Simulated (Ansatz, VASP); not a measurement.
## Mo in VASP and in Ansatz

```
CELL_PARAMETERS angstrom
-1.55618 1.55618 1.55618
1.55618 -1.55618 1.55618
1.55618 1.55618 -1.55618
ATOMIC_POSITIONS crystal
Mo 0.00000 0.00000 0.00000
```

Alike in both runs: functional LDA; k mesh 8 × 8 × 8; occupations gaussian, width 0.1 eV; no spin polarisation.

Ansatz relaxed the structure, and its values are those at the end. VASP's run is a single point on that final structure, the one shown.

|  | VASP | Ansatz |
| --- | --- | --- |
| version | VASP 6.6.1 | Ansatz 0.2.0 |
| potentials or method | VASP PAW LDA potentials, release 64 (Mo_sv), cutoff 520 eV | scalar-relativistic, plane waves, PAW |
| valence electrons in the cell | 14 | 14 |

Ansatz gave:

* gap on the k mesh at the Fermi level (eV): none
* pressure (GPa): 0.2

Estimate VASP's values.

gap on the k mesh at the Fermi level (eV): none; pressure (GPa): 1.3.

Ansatz warns that its potentials were made for another functional, while VASP's fit it. LDA's correlation is that of Perdew and Zunger in VASP and of Perdew and Wang (1992) in Ansatz. A gap of «none» marks a metal or a gap that the smearing closes.
